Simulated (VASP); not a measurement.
# BaAg2F6 (P1) in VASP: single point with PBE

Aim: the single point of BaAg2F6 with PBE.

All numbers are computed with VASP 6.6.1; they aren't measurements. Logs are shortened: lines on timing, memory, paths and dates and some standing lists are left out, and cuts for length are marked.

### 1 The cell of the first run

The typed cell holds 9 atoms: a = 6.086 Å, b = 6.138 Å, c = 6.167 Å, α = 61.38°, β = 60.49°, γ = 60.57°.

The cell was generated, and may not be a known phase.

### 2 Single point, PBE

The input, INCAR:

```
SYSTEM = BaAg2F6
PREC     = Accurate       ! precision mode
ENCUT    = 600            ! plane-wave cutoff, eV
EDIFF    = 1E-6           ! SCF threshold, eV
ISMEAR   = 0              ! smearing method
SIGMA    = 0.1            ! smearing width, eV
LREAL    = .FALSE.        ! projectors in reciprocal space
LASPH    = .TRUE.         ! aspherical terms in the spheres
NELM     = 120            ! most SCF steps
ALGO     = Normal         ! electronic algorithm
ISIF     = 2              ! what is computed and relaxed
LWAVE    = .FALSE.        ! write WAVECAR
LCHARG   = .FALSE.        ! write CHGCAR
GGA      = PE             ! functional
NBANDS   = 47             ! bands
GGA_COMPAT= .FALSE.
```

The input, KPOINTS:

```
regular mesh
0
G
  4 4 4
  0 0 0
```

The input, POSCAR:

```
BaAg2F6
1.0
    6.0864713000      0.0000000000      0.0000000000
    3.0157749000      5.3454666000      0.0000000000
    3.0373115000      1.6781775000      5.0977786000
Ba Ag F
1 2 6
Direct
    0.4914850000      0.4796360000      0.5202460000
    0.2484690000      0.2513220000      0.2498750000
    0.7522360000      0.7496600000      0.7485620000
    0.5420080000      0.0610680000      0.4290690000
    0.9266330000      0.4637100000      0.1013960000
    0.4694190000      0.5573190000      0.9261100000
    0.4900610000      0.0447050000      0.9516000000
    0.0600720000      0.9164440000      0.5464290000
    0.0196190000      0.4761360000      0.5267120000
```

Potentials or basis: VASP PAW PBE potentials, release 64 (Ba_sv, Ag, F).

Launch:

```bash
cat potpaw_PBE.64/Ba_sv/POTCAR potpaw_PBE.64/Ag/POTCAR potpaw_PBE.64/F/POTCAR > POTCAR
mpirun -np 1 vasp_std > vasp.out
```

OUTCAR:

```text
SYSTEM = BaAg2F6
   PREC = Accurate
   ENCUT = 600
   EDIFF = 1E-6
   ISMEAR = 0
   LREAL = .FALSE.
   LASPH = .TRUE.
   NELM = 120
   ISIF = 2
   GGA = PE

 ion  position               nearest neighbor table
   1  0.491  0.480  0.520-   5 2.64   8 2.68   6 2.69   7 2.72   4 2.73   9 2.86   9 3.22   2 3.69
                             3 3.69   3 3.71   2 3.72   3 3.78   2 3.78   2 3.92   3 3.94
   2  0.248  0.251  0.250-   4 2.11   5 2.12   9 2.19   7 2.21   8 2.35   6 2.36   1 3.69   1 3.72
                             1 3.78   1 3.92
   3  0.752  0.750  0.749-   6 2.11   8 2.12   9 2.16   7 2.18   4 2.38   5 2.39   1 3.69   1 3.71
                             1 3.78   1 3.94
   4  0.542  0.061  0.429-   2 2.11   3 2.38   1 2.73
   5  0.927  0.464  0.101-   2 2.12   3 2.39   1 2.64
   6  0.469  0.557  0.926-   3 2.11   2 2.36   1 2.69
   7  0.490  0.045  0.952-   3 2.18   2 2.21   1 2.72
   8  0.060  0.916  0.546-   3 2.12   2 2.35   1 2.68
   9  0.020  0.476  0.527-   3 2.16   2 2.19   1 2.86   1 3.22

  LATTYP: Found a triclinic cell.
 ALAT       =    10.5852273928
 B/A-ratio  =     0.5749967454
 C/A-ratio  =     0.5932677642
 COS(alpha) =     0.0034294636
 COS(beta)  =     0.3013134626
 COS(gamma) =     0.8619354560

  Lattice vectors:

 A1 = (  -9.1237828000,  -1.6781775000,  -5.0977786000)
 A2 = (  -6.0864713000,   0.0000000000,   0.0000000000)
 A3 = (  -0.0215366000,   3.6672891000,  -5.0977786000)

Analysis of symmetry for initial positions (statically):
=====================================================================
 Subroutine PRICEL returns:
 Original cell was already a primitive cell.

 Routine SETGRP: Setting up the symmetry group for a
 triclinic supercell.

 Subroutine GETGRP returns: Found  1 space group operations
 (whereof  1 operations were pure point group operations)
 out of a pool of  2 trial point group operations.

The static configuration has the point symmetry C_1 .

Analysis of symmetry for dynamics (positions and initial velocities):
=====================================================================
 Subroutine PRICEL returns:
 Original cell was already a primitive cell.

 Routine SETGRP: Setting up the symmetry group for a
 triclinic supercell.

 Subroutine GETGRP returns: Found  1 space group operations
 (whereof  1 operations were pure point group operations)
 out of a pool of  2 trial point group operations.

The dynamic configuration has the point symmetry C_1 .

 Subroutine INISYM returns: Found  1 space group operations
 (whereof  1 operations are pure point group operations),
 and found     1 'primitive' translations

----------------------------------------------------------------------------------------

                                     Primitive cell

  volume of cell :     165.8564

  direct lattice vectors                    reciprocal lattice vectors
     6.086471300  0.000000000  0.000000000     0.164298811 -0.092693168 -0.067376618
     3.015774900  5.345466600  0.000000000     0.000000000  0.187074408 -0.061584484
     3.037311500  1.678177500  5.097778600     0.000000000  0.000000000  0.196163874

  length of vectors
     6.086471300  6.137500421  6.166756645     0.200314082  0.196950458  0.196163874

  position of ions in fractional coordinates (direct lattice)
     0.491485000  0.479636000  0.520246000
     0.248469000  0.251322000  0.249875000
     0.752236000  0.749660000  0.748562000
     0.542008000  0.061068000  0.429069000
     0.926633000  0.463710000  0.101396000
     0.469419000  0.557319000  0.926110000
     0.490061000  0.044705000  0.951600000
     0.060072000  0.916444000  0.546429000
     0.019619000  0.476136000  0.526712000

  ion indices of the primitive-cell ions
   primitive index   ion index
                 1           1
                 2           2
                 3           3
                 4           4
                 5           5
                 6           6
                 7           7
                 8           8
                 9           9

----------------------------------------------------------------------------------------

 KPOINTS: regular mesh

Automatic generation of k-mesh.
 Grid dimensions read from file:
 generate k-points for:    4    4    4

 Generating k-lattice:

  Cartesian coordinates                     Fractional coordinates (reciprocal lattice)
     0.041074703 -0.023173292 -0.016844154     0.250000000  0.000000000  0.000000000
     0.000000000  0.046768602 -0.015396121     0.000000000  0.250000000  0.000000000
     0.000000000  0.000000000  0.049040969     0.000000000  0.000000000  0.250000000

  Length of vectors
     0.050078520  0.049237614  0.049040969

  Shift w.r.t. Gamma in fractional coordinates (k-lattice)
     0.000000000  0.000000000  0.000000000

 Subroutine IBZKPT returns following result:
 ===========================================

 Found     36 irreducible k-points:

 Following reciprocal coordinates:
            Coordinates               Weight
  0.000000  0.000000  0.000000      1.000000
  0.250000 -0.000000  0.000000      2.000000
  0.500000 -0.000000  0.000000      1.000000
  0.000000  0.250000 -0.000000      2.000000
  0.250000  0.250000  0.000000      2.000000
  0.500000  0.250000  0.000000      2.000000
[... 16 lines left out ...]
  0.000000 -0.250000  0.250000      2.000000
  0.250000 -0.250000  0.250000      2.000000
 [... further k-points ...]
   k-points           NKPTS =     36   k-points in BZ     NKDIM =     36   number of bands    NBANDS=     47
   number of dos      NEDOS =    301   number of ions     NIONS =      9
   total plane-waves  NPLWV = 125000
   dimension x,y,z NGX =    50 NGY =   50 NGZ =   50
   dimension x,y,z NGXF=   100 NGYF=  100 NGZF=  100
   ions per type =               1   2   6
   NGX,Y,Z   is equivalent  to a cutoff of  13.66, 13.54, 13.48 a.u.
   NGXF,Y,Z  is equivalent  to a cutoff of  27.31, 27.09, 26.96 a.u.
 SYSTEM =  BaAg2F6
   PREC   = accura    normal or accurate (medium, high low for compatibility)
   ISTART =      0    job   : 0-new  1-cont  2-samecut
   ICHARG =      2    charge: 1-file 2-atom 10-const
   ISPIN  =      1    spin polarized calculation?
   LNONCOLLINEAR =      F non collinear calculations
   LSORBIT =      F    spin-orbit coupling
   LASPH  =      T    aspherical Exc in radial PAW
   ENCUT  =  600.0 eV  44.10 Ry    6.64 a.u.  12.16 12.26 12.32*2*pi/ulx,y,z
   NELM   =    120;   NELMIN=  2; NELMDL= -5     # of ELM steps
   EDIFF  = 0.1E-05   stopping-criterion for ELM
   LREAL  =      F    real-space projection
   EDIFFG = 0.1E-04   stopping-criterion for IOM
   NSW    =      0    number of steps for IOM
   IBRION =     -1    ionic relax: 0-MD 1-quasi-New 2-CG
   NFREE  =      0    steps in history (QN), initial steepest desc. (CG)
   ISIF   =      2    stress and relaxation
   ISYM   =      2    0-nonsym 1-usesym 2-fastsym
   POTIM  = 0.5000    time-step for ionic-motion
   TEBEG  =    0.0;   TEEND  =   0.0 temperature during run
   PSTRESS=    0.0 pullay stress
   NELECT =      74.0000    total number of electrons
   NUPDOWN=      -1.0000    fix difference up-down
   EMIN   =  10.00;   EMAX   =-10.00  energy-range for DOS
   EFERMI =   0.00;   METHOD = LEGACY
   ISMEAR =     0;   SIGMA  =   0.10  broadening in eV -4-tet -1-fermi 0-gaus
   EFERMI_NEDOS =   21; number of points for ismear=-14 and -15
   IALGO  =     38    algorithm
   IMIX   =      4    mixing-type and parameters
     AMIX     =   0.40;   BMIX     =  1.00
     AMIX_MAG =   1.60;   BMIX_MAG =  1.00
  volume/ion in A,a.u.               =      18.43       124.36
  Fermi-wavevector in a.u.,A,eV,Ry     =   1.250954  2.363960 21.291566  1.564886
  Thomas-Fermi vector in A             =   2.384924
   LORBIT       =      0    0 simple, 1 ext, 2 COOP (PROOUT), +10 PAW based schemes
   GGA     = PE    functional components
   LHFCALC =     F    Hartree Fock is set to
   AEXX    =    0.0000 exact exchange contribution
   IVDW    =     0    specifies the selected vdW correction
   LEPSILON=     F    determine dielectric tensor
   LRPA    =     F    only Hartree local field effects (RPA)
 non-spin polarized calculation
 Gauss-broadening in eV      SIGMA  =   0.10
  energy-cutoff  :      600.00
  volume of cell :      165.86
 maximum number of plane-waves:      5577
 NGX is ok and might be reduce to    50
   NGX = 25   NGY = 25   NGZ = 25

 number of electron      74.0000001 magnetization

 Free energy of the ion-electron system (eV)
  ---------------------------------------------------
  ext. energy  EPLUGINS =         0.00000000
  ---------------------------------------------------
  free energy    TOTEN  =       -36.44966596 eV

  energy without entropy =      -36.43702193  energy(sigma->0) =      -36.44334394

 E-fermi :  -0.0283     XC(G=0):  -8.5998

 val. band max:       -0.0533124126   @ k =   0.5000  -0.2500   0.2500
 cond. band min:      -0.0100928730   @ k =  -0.2500   0.0000   0.2500
 fundamental gap:      0.0432195395
 Fermi energy:        -0.0283060513

 k-point     1 :       0.0000    0.0000    0.0000
  band No.  band energies     occupation
      1     -25.7948      2.00000
      2     -21.9963      2.00000
      3     -21.8201      2.00000
      4     -21.7229      2.00000
      5     -21.6759      2.00000
      6     -21.6528      2.00000
[... 39 lines left out ...]
     46       9.1948      0.00000
     47      10.5522      0.00000

 k-point     2 :       0.2500   -0.0000    0.0000
  band No.  band energies     occupation
      1     -25.7900      2.00000
      2     -22.0001      2.00000
      3     -21.8317      2.00000
      4     -21.7313      2.00000
      5     -21.6686      2.00000
      6     -21.6493      2.00000
[... 1092 lines left out ...]
 k-point    24 :       0.2500   -0.2500    0.2500
  band No.  band energies     occupation
      1     -25.7854      2.00000
      2     -21.9943      2.00000
      3     -21.8433      2.00000
      4     -21.7302      2.00000
      5     -21.6925      2.00000
      6     -21.6440      2.00000
[... 39 lines left out ...]
     46       8.4364      0.00000
     47       9.0097      0.00000

 [... further k-points ...]

------------------------ aborting loop because EDIFF is reached ----------------------------------------

  FORCE on cell =-STRESS in cart. coord.  units (eV):
  Direction    XX          YY          ZZ          XY          YZ          ZX
  --------------------------------------------------------------------------------------
  -------------------------------------------------------------------------------------
  Total        0.0055659      0.0240012     -0.0658434     -0.0230034      0.1116209     -0.0190553
  in kB        0.0537664      0.2318527     -0.6360490     -0.2222131      1.0782615     -0.1840751
  external PRESSURE =      -0.1168100 kB  Pullay stress =       0.0000000 kB

 VOLUME and BASIS-vectors are now :
 -----------------------------------------------------------------------------
  energy-cutoff  :      600.00
  volume of cell :      165.86
      direct lattice vectors                 reciprocal lattice vectors
     6.086471300  0.000000000  0.000000000     0.164298811 -0.092693168 -0.067376618
     3.015774900  5.345466600  0.000000000     0.000000000  0.187074408 -0.061584484
     3.037311500  1.678177500  5.097778600     0.000000000  0.000000000  0.196163874

 POSITION                                       TOTAL-FORCE (eV/Angst)
 -----------------------------------------------------------------------------------
      6.01803      3.43694      2.65210         0.008045      0.022722     -0.021901
      3.02918      1.76277      1.27381        -0.005001     -0.016108     -0.015391
      9.11288      5.26350      3.81600        -0.002273      0.014857      0.009266
      4.78630      1.04649      2.18730         0.006936     -0.065446      0.021192
      7.34634      2.64891      0.51689         0.015090     -0.007340     -0.093173
      7.35074      4.53331      4.72110         0.001214      0.003301      0.081806
      6.00787      1.83592      4.85105        -0.000431     -0.028977      0.049467
      4.78909      5.81583      2.78557        -0.001116      0.080507     -0.029350
      3.15512      3.42909      2.68506        -0.022464     -0.003515     -0.001916
 -----------------------------------------------------------------------------------
    total drift:                               -0.000492     -0.000014      0.000051

  FREE ENERGIE OF THE ION-ELECTRON SYSTEM (eV)
  ---------------------------------------------------
  free  energy   TOTEN  =       -36.4496659568 eV

  energy  without entropy=      -36.4370219275  energy(sigma->0) =      -36.44334394
```

Wall time 23 min (1 thread of Intel Xeon 8259CL, shared host); peak memory 0.51 GiB.

Results:

```
Free energy            : -36.4497 eV
Pressure               : 0.0 GPa
Largest force          : 0.095 eV/Å
Band gap on the k mesh : zero (bands 37 and 38 overlap by 0.65 eV)
```

Forces in eV/Å, atoms in the order of the input:
```
Ba   0.008  0.023 -0.022
Ag  -0.005 -0.016 -0.015
Ag  -0.002  0.015  0.009
F    0.007 -0.065  0.021
F    0.015 -0.007 -0.093
F    0.001  0.003  0.082
F    0.000 -0.029  0.049
F   -0.001  0.081 -0.029
F   -0.022 -0.004 -0.002
```

Caveat: spin-orbit coupling is left out, which moves the levels of the heavy elements.

The gap in the log of VASP goes by the Fermi energy; the results here count the filled bands.